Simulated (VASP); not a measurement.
# Ir (P6_3/mmc) in VASP: a series of runs

Ir is run at these levels: PBEsol; tasks: single point.

Program: VASP 6.6.1. These are calculated values, not measurements. Logs are shortened: lines on timing, memory, paths and dates and some standing lists are left out, and cuts for length are marked.

### Step 1. The cell of the first run

Symmetry: P6_3/mmc, No. 194, hexagonal system. The conventional cell has a = 2.545 Å, b = 2.545 Å, c = 4.126 Å, α = 90.00°, β = 90.00°, γ = 120.00°. Ir (site symmetry -6m2) has 12 Ir at 2.53 to 2.54 Å within 3.3 Å.

### Step 2. Single point, PBEsol, collinear spin, ferromagnetic start

Input file INCAR:

```
PREC = Accurate ; ENCUT = 520
EDIFF = 1E-6 ; ISMEAR = 0
SIGMA = 0.15 ; LREAL = False
LASPH = True ; NELM = 150
ALGO = Normal ; ISIF = 2
LWAVE = False ; LCHARG = False
ISPIN = 2 ; MAGMOM = 0.8 0.8
LORBIT = 11 ; NUPDOWN = 1.6
LMAXMIX = 4 ; GGA = PS
NBANDS = 20
```

Input file KPOINTS:

```
regular mesh
0
Gamma
  21 21 12
```

Input file POSCAR:

```
Ir
1.0
    2.5448121180      0.0000000000      0.0000000000
   -1.2724060590      2.2038719420      0.0000000000
    0.0000000000      0.0000000000      4.1259244814
Ir
2
Direct
    0.6666666667      0.3333333333      0.7500000000
    0.3333333333      0.6666666667      0.2500000000
```

Potentials or basis: VASP PAW PBE potentials, release 64 (Ir).

The run is started by

```console
> cat potpaw_PBE.64/Ir/POTCAR > POTCAR
> mpirun -np 1 vasp_std > vasp.out
```

OUTCAR:

```text
PREC = Accurate
   ENCUT = 520
   EDIFF = 1E-6
   ISMEAR = 0
   LREAL = False
   LASPH = True
   NELM = 150
   ISIF = 2
   ISPIN = 2
   LORBIT = 11
   NUPDOWN = 1.6
   GGA = PS

 ion  position               nearest neighbor table
   1  0.667  0.333  0.750-   2 2.53   2 2.53   2 2.53   2 2.53   2 2.53   2 2.53
   2  0.333  0.667  0.250-   1 2.53   1 2.53   1 2.53   1 2.53   1 2.53   1 2.53

  LATTYP: Found a hexagonal cell.
 ALAT       =     2.5448121180
 C/A-ratio  =     1.6213080927

  Lattice vectors:

 A1 = (   2.5448121180,   0.0000000000,   0.0000000000)
 A2 = (  -1.2724060590,   2.2038719420,   0.0000000000)
 A3 = (   0.0000000000,   0.0000000000,   4.1259244814)

Analysis of symmetry for initial positions (statically):
=====================================================================
 Subroutine PRICEL returns:
 Original cell was already a primitive cell.

 Routine SETGRP: Setting up the symmetry group for a
 hexagonal supercell.

 Subroutine GETGRP returns: Found 24 space group operations
 (whereof 12 operations were pure point group operations)
 out of a pool of 24 trial point group operations.

The static configuration has the point symmetry D_3d.
 The point group associated with its full space group is D_6h.

Analysis of symmetry for dynamics (positions and initial velocities):
=====================================================================
 Subroutine PRICEL returns:
 Original cell was already a primitive cell.

 Routine SETGRP: Setting up the symmetry group for a
 hexagonal supercell.

 Subroutine GETGRP returns: Found 24 space group operations
 (whereof 12 operations were pure point group operations)
 out of a pool of 24 trial point group operations.

The dynamic configuration has the point symmetry D_3d.
 The point group associated with its full space group is D_6h.

Analysis of structural, dynamic, and magnetic symmetry:
=====================================================================
 Subroutine PRICEL returns:
 Original cell was already a primitive cell.

 Routine SETGRP: Setting up the symmetry group for a
 hexagonal supercell.

 Subroutine GETGRP returns: Found 24 space group operations
 (whereof 12 operations were pure point group operations)
 out of a pool of 24 trial point group operations.

The overall configuration has the point symmetry D_3d.
 The point group associated with its full space group is D_6h.

 Subroutine INISYM returns: Found 24 space group operations
 (whereof 12 operations are pure point group operations),
 and found     1 'primitive' translations

----------------------------------------------------------------------------------------

                                     Primitive cell

  volume of cell :      23.1400

  direct lattice vectors                    reciprocal lattice vectors
     2.544812118  0.000000000  0.000000000     0.392956318  0.226873436  0.000000000
    -1.272406059  2.203871942  0.000000000     0.000000000  0.453746872  0.000000000
     0.000000000  0.000000000  4.125924481     0.000000000  0.000000000  0.242369923

  length of vectors
     2.544812118  2.544812118  4.125924481     0.453746872  0.453746872  0.242369923

  position of ions in fractional coordinates (direct lattice)
     0.666666667  0.333333333  0.750000000
     0.333333333  0.666666667  0.250000000

  ion indices of the primitive-cell ions
   primitive index   ion index
                 1           1
                 2           2

----------------------------------------------------------------------------------------

 KPOINTS: regular mesh

Automatic generation of k-mesh.
 Grid dimensions read from file:
 generate k-points for:   21   21   12

 Generating k-lattice:

  Cartesian coordinates                     Fractional coordinates (reciprocal lattice)
     0.018712206  0.010803497  0.000000000     0.047619048 -0.000000000  0.000000000
     0.000000000  0.021606994  0.000000000     0.000000000  0.047619048  0.000000000
     0.000000000  0.000000000  0.020197494     0.000000000  0.000000000  0.083333333

  Length of vectors
     0.021606994  0.021606994  0.020197494

  Shift w.r.t. Gamma in fractional coordinates (k-lattice)
     0.000000000  0.000000000  0.000000000

 Subroutine IBZKPT returns following result:
 ===========================================

 Found    336 irreducible k-points:

 Following reciprocal coordinates:
            Coordinates               Weight
  0.000000  0.000000  0.000000      1.000000
  0.047619  0.000000  0.000000      6.000000
  0.095238 -0.000000  0.000000      6.000000
  0.142857  0.000000  0.000000      6.000000
  0.190476 -0.000000  0.000000      6.000000
  0.238095 -0.000000  0.000000      6.000000
[... 16 lines left out ...]
  0.142857  0.095238  0.000000     12.000000
  0.190476  0.095238  0.000000     12.000000
 [... further k-points ...]
   k-points           NKPTS =    336   k-points in BZ     NKDIM =    336   number of bands    NBANDS=     20
   number of dos      NEDOS =    301   number of ions     NIONS =      2
   total plane-waves  NPLWV =  12800
   dimension x,y,z NGX =    20 NGY =   20 NGZ =   32
   dimension x,y,z NGXF=    40 NGYF=   40 NGZF=   64
   ions per type =               2
   NGX,Y,Z   is equivalent  to a cutoff of  13.07, 13.07, 12.89 a.u.
   NGXF,Y,Z  is equivalent  to a cutoff of  26.13, 26.13, 25.79 a.u.
 SYSTEM =  unknown system
   PREC   = accura    normal or accurate (medium, high low for compatibility)
   ISTART =      0    job   : 0-new  1-cont  2-samecut
   ICHARG =      2    charge: 1-file 2-atom 10-const
   ISPIN  =      2    spin polarized calculation?
   LNONCOLLINEAR =      F non collinear calculations
   LSORBIT =      F    spin-orbit coupling
   LASPH  =      T    aspherical Exc in radial PAW
   ENCUT  =  520.0 eV  38.22 Ry    6.18 a.u.   4.73  4.73  7.67*2*pi/ulx,y,z
   NELM   =    150;   NELMIN=  2; NELMDL= -5     # of ELM steps
   EDIFF  = 0.1E-05   stopping-criterion for ELM
   LREAL  =      F    real-space projection
   EDIFFG = 0.1E-04   stopping-criterion for IOM
   NSW    =      0    number of steps for IOM
   IBRION =     -1    ionic relax: 0-MD 1-quasi-New 2-CG
   NFREE  =      0    steps in history (QN), initial steepest desc. (CG)
   ISIF   =      2    stress and relaxation
   ISYM   =      2    0-nonsym 1-usesym 2-fastsym
   POTIM  = 0.5000    time-step for ionic-motion
   TEBEG  =    0.0;   TEEND  =   0.0 temperature during run
   PSTRESS=    0.0 pullay stress
   NELECT =      18.0000    total number of electrons
   NUPDOWN=       1.6000    fix difference up-down
   EMIN   =  10.00;   EMAX   =-10.00  energy-range for DOS
   EFERMI =   0.00;   METHOD = LEGACY
   ISMEAR =     0;   SIGMA  =   0.15  broadening in eV -4-tet -1-fermi 0-gaus
   EFERMI_NEDOS =   21; number of points for ismear=-14 and -15
   IALGO  =     38    algorithm
   IMIX   =      4    mixing-type and parameters
     AMIX     =   0.40;   BMIX     =  1.00
     AMIX_MAG =   1.60;   BMIX_MAG =  1.00
  volume/ion in A,a.u.               =      11.57        78.08
  Fermi-wavevector in a.u.,A,eV,Ry     =   1.505606  2.845182 30.842341  2.266848
  Thomas-Fermi vector in A             =   2.616432
   LORBIT       =     11    0 simple, 1 ext, 2 COOP (PROOUT), +10 PAW based schemes
   GGA     = PS    functional components
   LHFCALC =     F    Hartree Fock is set to
   AEXX    =    0.0000 exact exchange contribution
   IVDW    =     0    specifies the selected vdW correction
   LEPSILON=     F    determine dielectric tensor
   LRPA    =     F    only Hartree local field effects (RPA)
 spin polarized calculation
 Gauss-broadening in eV      SIGMA  =   0.15
  energy-cutoff  :      520.00
  volume of cell :       23.14
 maximum number of plane-waves:       646
 NGX is ok and might be reduce to    20
   NGX =  9   NGY =  9   NGZ = 15

 number of electron      17.9999998 magnetization       1.6000000

 Free energy of the ion-electron system (eV)
  ---------------------------------------------------
  ext. energy  EPLUGINS =         0.00000000
  ---------------------------------------------------
  free energy    TOTEN  =       -17.22996306 eV

  energy without entropy =      -17.21025585  energy(sigma->0) =      -17.22010946

 E-fermi :  13.3652     XC(G=0): -15.2960

 val. band max:       14.8591277419   @ k =   0.1905   0.0476   0.1667
 cond. band min:      13.3709662190   @ k =   0.2381   0.0952   0.1667
 fundamental gap:     -1.4881615228
 Fermi energy:        14.8596732979

 spin component 1

 k-point     1 :       0.0000    0.0000    0.0000
  band No.  band energies     occupation
      1       0.5036      1.00000
      2       3.4106      1.00000
      3       8.6627      1.00000
      4       8.7509      1.00000
      5       8.7509      1.00000
      6       9.6799      1.00000
[... 12 lines left out ...]
     19      38.5500      0.00000
     20      38.5594      0.00000

 k-point     2 :       0.0476    0.0000    0.0000
  band No.  band energies     occupation
      1       0.6162      1.00000
      2       3.5133      1.00000
      3       8.3736      1.00000
      4       8.8511      1.00000
      5       9.0100      1.00000
      6       9.6087      1.00000
[... 12 lines left out ...]
     19      38.0616      0.00000
     20      38.1189      0.00000

 k-point     3 :       0.0952   -0.0000    0.0000
  band No.  band energies     occupation
      1       0.9455      1.00000
      2       3.8050      1.00000
      3       7.9950      1.00000
      4       9.1487      1.00000
      5       9.2703      1.00000
      6       9.4768      1.00000
[... 12 lines left out ...]
     19      36.9503      0.00000
     20      38.4787      0.00000

 k-point     4 :       0.1429    0.0000    0.0000
  band No.  band energies     occupation
      1       1.4643      1.00000
      2       4.2272      1.00000
      3       7.6077      1.00000
      4       9.0800      1.00000
      5       9.1932      1.00000
      6       9.6352      1.00000
[... 429 lines left out ...]
 k-point    23 :       0.1429    0.0952    0.0000
  band No.  band energies     occupation
      1       2.4146      1.00000
      2       4.9253      1.00000
      3       7.0069      1.00000
      4       7.9826      1.00000
      5       8.8127      1.00000
      6       9.2530      1.00000
[... 12 lines left out ...]
     19      35.5551      0.00000
     20      40.4327      0.00000

 k-point    24 :       0.1905    0.0952    0.0000
  band No.  band energies     occupation
      1       3.1346      1.00000
      2       5.1852      1.00000
      3       6.9032      1.00000
      4       7.1338      1.00000
      5       8.6986      1.00000
      6       8.9300      1.00000
[... 12 lines left out ...]
     19      36.7246      0.00000
     20      40.4400      0.00000

 [... further k-points ...]

 spin component 2

 k-point     1 :       0.0000    0.0000    0.0000
  band No.  band energies     occupation
      1       0.7376      1.00000
      2       3.7826      1.00000
      3       9.1700      1.00000
      4       9.2485      1.00000
      5       9.2485      1.00000
      6      10.1923      1.00000
[... 12 lines left out ...]
     19      38.8792      0.00000
     20      38.9589      0.00000

 k-point     2 :       0.0476    0.0000    0.0000
  band No.  band energies     occupation
      1       0.8502      1.00000
      2       3.8859      1.00000
      3       8.8683      1.00000
      4       9.3492      1.00000
      5       9.5177      1.00000
      6      10.1185      1.00000
[... 12 lines left out ...]
     19      38.3852      0.00000
     20      38.3890      0.00000

 k-point     3 :       0.0952   -0.0000    0.0000
  band No.  band energies     occupation
      1       1.1796      1.00000
      2       4.1797      1.00000
      3       8.4781      1.00000
      4       9.6485      1.00000
      5       9.7785      1.00000
      6       9.9831      1.00000
[... 12 lines left out ...]
     19      37.2660      0.00000
     20      38.7484      0.00000

 k-point     4 :       0.1429    0.0000    0.0000
  band No.  band energies     occupation
      1       1.6996      1.00000
      2       4.6066      1.00000
      3       8.0764      1.00000
      4       9.5733      1.00000
      5       9.6355      1.00000
      6      10.1380      1.00000
[... 429 lines left out ...]
 k-point    23 :       0.1429    0.0952    0.0000
  band No.  band energies     occupation
      1       2.6542      1.00000
      2       5.3144      1.00000
      3       7.4570      1.00000
      4       8.4016      1.00000
      5       9.2897      1.00000
      6       9.7661      1.00000
[... 12 lines left out ...]
     19      35.7963      0.00000
     20      40.7103      0.00000

 k-point    24 :       0.1905    0.0952    0.0000
  band No.  band energies     occupation
      1       3.3829      1.00000
      2       5.5892      1.00000
      3       7.3318      1.00000
      4       7.5525      1.00000
      5       9.1659      1.00000
      6       9.4359      1.00000
[... 12 lines left out ...]
     19      36.9791      0.00000
     20      40.6971      0.00000

 [... further k-points ...]
[... 5 lines left out ...]
  --------------------------------------------------------------------------------------
  -------------------------------------------------------------------------------------
  Total       19.7261287     19.7261287     20.1363078      0.0000000     -0.0000000      0.0000000
  in kB     1365.8062341   1365.8062340   1394.2063889      0.0000000     -0.0000000      0.0000000
  external PRESSURE =    1375.2729523 kB  Pullay stress =       0.0000000 kB

 VOLUME and BASIS-vectors are now :
 -----------------------------------------------------------------------------
  energy-cutoff  :      520.00
  volume of cell :       23.14
      direct lattice vectors                 reciprocal lattice vectors
     2.544812118  0.000000000  0.000000000     0.392956318  0.226873436  0.000000000
    -1.272406059  2.203871942  0.000000000     0.000000000  0.453746872  0.000000000
     0.000000000  0.000000000  4.125924481     0.000000000  0.000000000  0.242369923

 POSITION                                       TOTAL-FORCE (eV/Angst)
 -----------------------------------------------------------------------------------
      1.27241      0.73462      3.09444        -0.000000      0.000000      0.000000
     -0.00000      1.46925      1.03148         0.000000     -0.000000      0.000000
 -----------------------------------------------------------------------------------
    total drift:                               -0.000000      0.000000     -0.000000

  FREE ENERGIE OF THE ION-ELECTRON SYSTEM (eV)
  ---------------------------------------------------
  free  energy   TOTEN  =       -17.2299630553 eV

  energy  without entropy=      -17.2102558550  energy(sigma->0) =      -17.22010946

 total charge

# of ion       s       p       d       tot
------------------------------------------
    1        0.805   1.057   7.393   9.255
    2        0.805   1.057   7.393   9.255
--------------------------------------------------
tot          1.610   2.114  14.787  18.510

 magnetization (x)

# of ion       s       p       d       tot
------------------------------------------
    1        0.006   0.020   0.749   0.775
    2        0.006   0.020   0.749   0.775
--------------------------------------------------
tot          0.012   0.040   1.497   1.550
```

Wall time 2.1 min (1 thread of Intel Xeon 6975P-C (Granite Rapids), shared host); peak memory 0.32 GiB.

What came out:

```yaml
Free_energy: -17.2300 eV
Pressure: 137.5 GPa
Net_moment: 1.60 μB per cell
Site_moments: Ir +0.78 μB
```

Caveat: the PAW data sets were made with another functional, which shifts forces and pressure a little; spin-orbit coupling is left out, which moves the levels of the heavy elements; the total moment is fixed, so each spin has its own Fermi level.

### Step 3. Single point, PBEsol, collinear spin, ferromagnetic start

Input file INCAR:

```
PREC = Accurate ; ENCUT = 520
EDIFF = 1E-6 ; ISMEAR = 0
SIGMA = 0.15 ; LREAL = False
LASPH = True ; NELM = 150
ALGO = Fast ; ISIF = 2
LWAVE = False ; LCHARG = False
ISPIN = 2 ; MAGMOM = 0.4 0.4
LORBIT = 11 ; NUPDOWN = 0.8
LMAXMIX = 4 ; GGA = PS
NBANDS = 20
```

Input file KPOINTS:

```
Automatic mesh
0
Gamma
  21 21 12
```

POSCAR is that of step 2.

Potentials or basis: VASP PAW PBE potentials, release 64 (Ir).

The run is started by

```console
> cat potpaw_PBE.64/Ir/POTCAR > POTCAR
> mpirun -np 1 vasp_std > vasp.out
```

It took 2.3 min on 1 thread of Intel Xeon 6975P-C (Granite Rapids), shared host; peak memory 0.32 GiB.

It converged, with:

```yaml
Free_energy: -17.6565 eV
Pressure: 130.8 GPa
Net_moment: 0.80 μB per cell
Site_moments: Ir +0.39 μB
```

Stress tensor (GPa, compression positive):
```
130.21   0.00   0.00
  0.00 130.21   0.00
  0.00   0.00 132.03
```

Caveat: the PAW data sets were made with another functional, which shifts forces and pressure a little; spin-orbit coupling is left out, which moves the levels of the heavy elements; the total moment is fixed, so each spin has its own Fermi level.

[end of part 1 of 2]
